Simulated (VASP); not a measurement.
# Si3N4 (I-43d) in VASP: a series of runs

Si3N4 is run at these levels: PBE; tasks: single point.

Program: VASP 6.6.1. These are calculated values, not measurements. Logs are shortened: lines on timing, memory, paths and dates and some standing lists are left out, and cuts for length are marked.

## Step 1: The cell of the first run

The structure is cubic, space group I-43d (No. 220). The conventional cell has a = 6.488 Å, b = 6.488 Å, c = 6.488 Å, α = 90.00°, β = 90.00°, γ = 90.00°. Within 2.3 Å of Si (site symmetry -4) lie 4 N at 1.76 Å. N (site symmetry 3) has 3 Si at 1.76 Å within 2.3 Å.

## Step 2: Single point, PBE

INCAR reads:

```
ALGO = Normal ; EDIFF = 1E-6
ENCUT = 520 ; GGA = PE
ISIF = 2 ; ISMEAR = 0
LASPH = T ; LCHARG = T
LELF = T ; LREAL = F
LVHAR = T ; LWAVE = F
NBANDS = 45 ; NELM = 100
PREC = Accurate ; SIGMA = 0.1
```

KPOINTS reads:

```
k-points
0
Gamma
  4 4 4
```

POSCAR reads:

```
Si3N4
1.0
   -3.2441470000      3.2441470000      3.2441470000
    3.2441470000     -3.2441470000      3.2441470000
    3.2441470000      3.2441470000     -3.2441470000
Si N
6 8
Direct
    0.3750000000      0.2500000000      0.6250000000
    0.6250000000      0.3750000000      0.2500000000
    0.8750000000      0.1250000000      0.7500000000
    0.2500000000      0.6250000000      0.3750000000
    0.7500000000      0.8750000000      0.1250000000
    0.1250000000      0.7500000000      0.8750000000
    0.5000000000      0.0000000000      0.0627500000
    0.5627500000      0.5000000000      0.0000000000
    0.9372500000      0.9372500000      0.9372500000
    0.0000000000      0.5627500000      0.5000000000
    0.4372500000      0.4372500000      0.4372500000
    0.0000000000      0.0627500000      0.5000000000
    0.5000000000      0.0000000000      0.5627500000
    0.0627500000      0.5000000000      0.0000000000
```

Potentials or basis: VASP PAW PBE potentials, release 64 (Si, N).

Launch:

```
> cat potpaw_PBE.64/Si/POTCAR potpaw_PBE.64/N/POTCAR > POTCAR
> mpirun -np 1 vasp_std > vasp.out
```

OUTCAR:

```text
EDIFF = 1E-6
   ENCUT = 520
   GGA = PE
   ISIF = 2
   ISMEAR = 0
   LASPH = T
   LREAL = F
   NELM = 100
   PREC = Accurate

 ion  position               nearest neighbor table
   1  0.375  0.250  0.625-   8 1.76  11 1.76  13 1.76  12 1.76   2 3.03   3 3.03   4 3.03   5 3.03
                             2 3.03   3 3.03   5 3.03   4 3.03
   2  0.625  0.375  0.250-   7 1.76   8 1.76  10 1.76  11 1.76   4 3.03   4 3.03   1 3.03   5 3.03
                             1 3.03   6 3.03   5 3.03   6 3.03
   3  0.875  0.125  0.750-   9 1.76  12 1.76  13 1.76  14 1.76   6 3.03   6 3.03   5 3.03   1 3.03
                             1 3.03   5 3.03   4 3.03   4 3.03
   4  0.250  0.625  0.375-  10 1.76  11 1.76  13 1.76  14 1.76   1 3.03   2 3.03   2 3.03   3 3.03
                             3 3.03   6 3.03   1 3.03   6 3.03
   5  0.750  0.875  0.125-   7 1.76   9 1.76  12 1.76   8 1.76   3 3.03   2 3.03   6 3.03   3 3.03
                             2 3.03   1 3.03   1 3.03   6 3.03
   6  0.125  0.750  0.875-   7 1.76   9 1.76  10 1.76  14 1.76   5 3.03   3 3.03   3 3.03   2 3.03
                             2 3.03   4 3.03   4 3.03   5 3.03
   7  0.500  0.000  0.063-   2 1.76   5 1.76   6 1.76
   8  0.563  0.500  0.000-   1 1.76   2 1.76   5 1.76
   9  0.937  0.937  0.937-   3 1.76   5 1.76   6 1.76
  10  0.000  0.563  0.500-   2 1.76   4 1.76   6 1.76
  11  0.437  0.437  0.437-   1 1.76   2 1.76   4 1.76
  12  0.000  0.063  0.500-   3 1.76   5 1.76   1 1.76
  13  0.500  0.000  0.563-   1 1.76   3 1.76   4 1.76
  14  0.063  0.500  0.000-   3 1.76   4 1.76   6 1.76

  LATTYP: Found a body centered cubic cell.
 ALAT       =     6.4882940000

  Lattice vectors:

 A1 = (  -3.2441470000,   3.2441470000,   3.2441470000)
 A2 = (   3.2441470000,  -3.2441470000,   3.2441470000)
 A3 = (   3.2441470000,   3.2441470000,  -3.2441470000)

Analysis of symmetry for initial positions (statically):
=====================================================================
 Subroutine PRICEL returns:
 Original cell was already a primitive cell.

 Routine SETGRP: Setting up the symmetry group for a
 body centered cubic supercell.

 Subroutine GETGRP returns: Found 24 space group operations
 (whereof  3 operations were pure point group operations)
 out of a pool of 48 trial point group operations.

The static configuration has the point symmetry C_3 .
 The point group associated with its full space group is T_d .

Analysis of symmetry for dynamics (positions and initial velocities):
=====================================================================
 Subroutine PRICEL returns:
[... 134 lines left out ...]
   IALGO  =     38    algorithm
   IMIX   =      4    mixing-type and parameters
     AMIX     =   0.40;   BMIX     =  1.00
     AMIX_MAG =   1.60;   BMIX_MAG =  1.00
  volume/ion in A,a.u.               =       9.76        65.83
  Fermi-wavevector in a.u.,A,eV,Ry     =   1.271592  2.402960 21.999873  1.616945
  Thomas-Fermi vector in A             =   2.404516
   LORBIT       =      0    0 simple, 1 ext, 2 COOP (PROOUT), +10 PAW based schemes
   GGA     = PE    functional components
   LHFCALC =     F    Hartree Fock is set to
   AEXX    =    0.0000 exact exchange contribution
   IVDW    =     0    specifies the selected vdW correction
   LEPSILON=     F    determine dielectric tensor
   LRPA    =     F    only Hartree local field effects (RPA)
 non-spin polarized calculation
 Gauss-broadening in eV      SIGMA  =   0.10
  energy-cutoff  :      520.00
  volume of cell :      136.57
 maximum number of plane-waves:      3700
 NGX is ok and might be reduce to    42
   NGX = 21   NGY = 21   NGZ = 21

 number of electron      63.9999999 magnetization

 Free energy of the ion-electron system (eV)
  ---------------------------------------------------
  ext. energy  EPLUGINS =         0.00000000
  ---------------------------------------------------
  free energy    TOTEN  =      -113.15149132 eV

  energy without entropy =     -113.15149132  energy(sigma->0) =     -113.15149132

 E-fermi :   8.1218     XC(G=0): -11.3490

 val. band max:        7.6169208901   @ k =   0.5000   0.0000   0.0000
 cond. band min:      11.7212098164   @ k =  -0.2500   0.2500   0.2500
 fundamental gap:      4.1042889263
 Fermi energy:         8.1217615797

 k-point     1 :       0.0000    0.0000    0.0000
  band No.  band energies     occupation
      1     -10.5004      2.00000
      2      -7.6512      2.00000
      3      -7.6512      2.00000
      4      -7.6512      2.00000
      5      -7.1369      2.00000
      6      -7.1369      2.00000
[... 365 lines left out ...]
     43      16.1127      0.00000
     44      16.1127      0.00000
 [bands above 44 left out]

------------------------ aborting loop because EDIFF is reached ----------------------------------------

  FORCE on cell =-STRESS in cart. coord.  units (eV):
  Direction    XX          YY          ZZ          XY          YZ          ZX
  --------------------------------------------------------------------------------------
  -------------------------------------------------------------------------------------
  Total       -0.0212888     -0.0212888     -0.0212888      0.0000000      0.0000000      0.0000000
  in kB       -0.2497466     -0.2497466     -0.2497466      0.0000000      0.0000000      0.0000000
  external PRESSURE =      -0.2497466 kB  Pullay stress =       0.0000000 kB

 VOLUME and BASIS-vectors are now :
 -----------------------------------------------------------------------------
  energy-cutoff  :      520.00
  volume of cell :      136.57
      direct lattice vectors                 reciprocal lattice vectors
    -3.244147000  3.244147000  3.244147000     0.000000000  0.154123719  0.154123719
     3.244147000 -3.244147000  3.244147000     0.154123719  0.000000000  0.154123719
     3.244147000  3.244147000 -3.244147000     0.154123719  0.154123719  0.000000000

 POSITION                                       TOTAL-FORCE (eV/Angst)
 -----------------------------------------------------------------------------------
      1.62207      2.43311      0.00000        -0.000000      0.000000     -0.000000
      0.00000      1.62207      2.43311        -0.000000      0.000000     -0.000000
     -0.00000      4.86622      0.81104        -0.000000      0.000000     -0.000000
      2.43311      0.00000      1.62207        -0.000000      0.000000     -0.000000
      0.81104     -0.00000      4.86622        -0.000000      0.000000     -0.000000
      4.86622      0.81104      0.00000        -0.000000      0.000000     -0.000000
     -1.41850      1.82564      1.41850         0.000616      0.000616     -0.000616
     -0.20357      0.20357      3.44772        -0.000616      0.000616      0.000616
      3.04058      3.04058      3.04058        -0.000616     -0.000616     -0.000616
      3.44772     -0.20357      0.20357         0.000616     -0.000616      0.000616
      1.41850      1.41850      1.41850        -0.000616     -0.000616     -0.000616
      1.82564      1.41850     -1.41850         0.000616     -0.000616      0.000616
      0.20357      3.44772     -0.20357         0.000616      0.000616     -0.000616
      1.41850     -1.41850      1.82564        -0.000616      0.000616      0.000616
 -----------------------------------------------------------------------------------
    total drift:                               -0.000001     -0.000001     -0.000001

  FREE ENERGIE OF THE ION-ELECTRON SYSTEM (eV)
  ---------------------------------------------------
  free  energy   TOTEN  =      -113.1514913163 eV

  energy  without entropy=     -113.1514913163  energy(sigma->0) =     -113.15149132
```

stdout:

```text
POSCAR found type information on POSCAR SiN
 POSCAR found :  2 types and      14 ions
 scaLAPACK will be used
 LDA part: xc-table for (Slater+PW92), standard interpolation
 POSCAR, INCAR and KPOINTS ok, starting setup
 FFT: planning ... GRIDC
 FFT: planning ... GRID_SOFT
 FFT: planning ... GRID
 WAVECAR not read
 entering main loop
```

Wall time 1.9 min (1 thread of AMD EPYC 7R13, shared host); peak memory 0.23 GiB.

What came out:

| Property | Result |
| --- | --- |
| Free energy | -113.1515 eV |
| Pressure | 0.0 GPa |
| Band gap on the k mesh | 4.10 eV (least direct gap 4.26 eV) |

A k mesh can miss the band edges.

## Step 3: Single point, PBE

INCAR reads:

```
SYSTEM = Si3N4
PREC = Accurate
ENCUT = 520
EDIFF = 1E-6
ISMEAR = 0
SIGMA = 0.02
LREAL = .FALSE.
LASPH = .TRUE.
NELM = 60
ALGO = Normal
ISIF = 2
LWAVE = .FALSE.
LCHARG = .TRUE.
GGA = PE
LELF = .TRUE.
LVHAR = .TRUE.
NBANDS = 45
```

KPOINTS reads:

```
Automatic mesh
0
G
  6 6 6
  0 0 0
```

POSCAR reads:

```
Si3N4
1.0
   -3.2451926724      3.2451926724      3.2451926724
    3.2451926724     -3.2451926724      3.2451926724
    3.2451926724      3.2451926724     -3.2451926724
Si N
6 8
Direct
    0.3750000000      0.2500000000      0.6250000000
    0.6250000000      0.3750000000      0.2500000000
    0.8750000000      0.1250000000      0.7500000000
    0.2500000000      0.6250000000      0.3750000000
    0.7500000000      0.8750000000      0.1250000000
    0.1250000000      0.7500000000      0.8750000000
    0.5000000000      0.0000000000      0.0627124365
    0.5627124365      0.5000000000      0.0000000000
    0.9372875635      0.9372875635      0.9372875635
    0.0000000000      0.5627124365      0.5000000000
    0.4372875635      0.4372875635      0.4372875635
    0.0000000000      0.0627124365      0.5000000000
    0.5000000000      0.0000000000      0.5627124365
    0.0627124365      0.5000000000      0.0000000000
```

Potentials or basis: VASP PAW PBE potentials, release 64 (Si, N).

Launch:

```
> cat potpaw_PBE.64/Si/POTCAR potpaw_PBE.64/N/POTCAR > POTCAR
> mpirun -np 1 vasp_std > vasp.out
```

OUTCAR:

```text
SYSTEM = Si3N4
   PREC = Accurate
   ENCUT = 520
   EDIFF = 1E-6
   ISMEAR = 0
   LREAL = .FALSE.
   LASPH = .TRUE.
   NELM = 60
   ISIF = 2
   GGA = PE

 ion  position               nearest neighbor table
   1  0.375  0.250  0.625-   8 1.76  13 1.76  12 1.76  11 1.76   4 3.04   5 3.04   2 3.04   2 3.04
                             3 3.04   3 3.04   5 3.04   4 3.04
   2  0.625  0.375  0.250-   7 1.76   8 1.76  10 1.76  11 1.76   5 3.04   4 3.04   6 3.04   1 3.04
                             4 3.04   1 3.04   5 3.04   6 3.04
   3  0.875  0.125  0.750-   9 1.76  12 1.76  13 1.76  14 1.76   6 3.04   6 3.04   4 3.04   1 3.04
                             5 3.04   5 3.04   1 3.04   4 3.04
[... 990 lines left out ...]
      direct lattice vectors                 reciprocal lattice vectors
    -3.245192672  3.245192672  3.245192672     0.000000000  0.154074057  0.154074057
     3.245192672 -3.245192672  3.245192672     0.154074057  0.000000000  0.154074057
     3.245192672  3.245192672 -3.245192672     0.154074057  0.154074057  0.000000000

 POSITION                                       TOTAL-FORCE (eV/Angst)
 -----------------------------------------------------------------------------------
      1.62260      2.43389      0.00000         0.000000     -0.000000     -0.000000
     -0.00000      1.62260      2.43389         0.000000      0.000000     -0.000000
      0.00000      4.86779      0.81130         0.000000      0.000000     -0.000000
      2.43389     -0.00000      1.62260         0.000000      0.000000     -0.000000
      0.81130      0.00000      4.86779         0.000000      0.000000     -0.000000
      4.86779      0.81130      0.00000         0.000000      0.000000     -0.000000
     -1.41908      1.82611      1.41908         0.002651      0.002651     -0.002651
     -0.20351      0.20351      3.44871        -0.002651      0.002651      0.002651
      3.04168      3.04168      3.04168        -0.002651     -0.002651     -0.002651
      3.44871     -0.20351      0.20351         0.002651     -0.002651      0.002651
      1.41908      1.41908      1.41908        -0.002651     -0.002651     -0.002651
      1.82611      1.41908     -1.41908         0.002651     -0.002651      0.002651
      0.20351      3.44871     -0.20351         0.002651      0.002651     -0.002651
      1.41908     -1.41908      1.82611        -0.002651      0.002651      0.002651
 -----------------------------------------------------------------------------------
    total drift:                               -0.000001     -0.000001     -0.000001

  FREE ENERGIE OF THE ION-ELECTRON SYSTEM (eV)
  ---------------------------------------------------
  free  energy   TOTEN  =      -113.1515567596 eV

  energy  without entropy=     -113.1515567596  energy(sigma->0) =     -113.15155676
```

OSZICAR:

```text
N       E                     dE             d eps       ncg     rms          rms(c)
DAV:   1     0.252679491041E+03    0.25268E+03   -0.31238E+04  1440   0.131E+03
DAV:   2    -0.109211775066E+03   -0.36189E+03   -0.34493E+03  1810   0.275E+02
DAV:   3    -0.128942606995E+03   -0.19731E+02   -0.19591E+02  1840   0.662E+01
DAV:   4    -0.129194414065E+03   -0.25181E+00   -0.25103E+00  1776   0.800E+00
DAV:   5    -0.129199879846E+03   -0.54658E-02   -0.54597E-02  1771   0.109E+00    0.284E+01
DAV:   6    -0.113219564690E+03    0.15980E+02   -0.57673E+01  1728   0.303E+01    0.126E+01
DAV:   7    -0.113194072656E+03    0.25492E-01   -0.29640E+00  1872   0.708E+00    0.614E+00
DAV:   8    -0.113151961929E+03    0.42111E-01   -0.15551E-01  1705   0.193E+00    0.194E+00
DAV:   9    -0.113150377380E+03    0.15845E-02   -0.33867E-02  1776   0.927E-01    0.331E-01
DAV:  10    -0.113151477345E+03   -0.11000E-02   -0.28459E-03  1728   0.229E-01    0.123E-01
DAV:  11    -0.113151552600E+03   -0.75255E-04   -0.46793E-04  1672   0.109E-01    0.330E-02
DAV:  12    -0.113151554918E+03   -0.23176E-05   -0.14206E-05  1792   0.216E-02    0.112E-02
DAV:  13    -0.113151556573E+03   -0.16550E-05   -0.28266E-06  1288   0.870E-03    0.268E-03
DAV:  14    -0.113151556760E+03   -0.18678E-06   -0.37843E-07   960   0.294E-03
   1 F= -.11315156E+03 E0= -.11315156E+03  d E =-.348423E-15
```

It took 2.3 min on 1 thread of AMD EPYC 7R13, shared host; peak memory 0.25 GiB.

What came out:

- Free energy: -113.1516 eV
- Pressure: -0.3 GPa
- Largest force: 0.005 eV/Å
- Band gap on the k mesh: 4.04 eV (least direct gap 4.22 eV)

Forces in eV/Å, atoms in the order of the input:
```
Si   0.000  0.000  0.000
Si   0.000  0.000  0.000
Si   0.000  0.000  0.000
Si   0.000  0.000  0.000
Si   0.000  0.000  0.000
Si   0.000  0.000  0.000
N    0.003  0.003 -0.003
N   -0.003  0.003  0.003
N   -0.003 -0.003 -0.003
N    0.003 -0.003  0.003
N   -0.003 -0.003 -0.003
N    0.003 -0.003  0.003
N    0.003  0.003 -0.003
N   -0.003  0.003  0.003
```

Levels at points of the mesh, in eV from the valence-band top:
```
           k point  band 28  band 29  band 30  band 31  band 32  band 33  band 34  band 35  band 36  band 37
(0.00, 0.00, 0.00)    -1.92    -0.16    -0.16    -0.16    -0.06     4.60     4.61     4.61     4.62     4.62
(0.50, 0.00, 0.00)    -1.97    -1.27    -1.27    -0.02    -0.02     4.95     4.95     5.88     5.88     6.28
(0.50, 0.50, 0.50)    -1.89    -1.89    -1.89    -1.19    -1.19     5.38     5.38     5.38     5.38     5.38
```
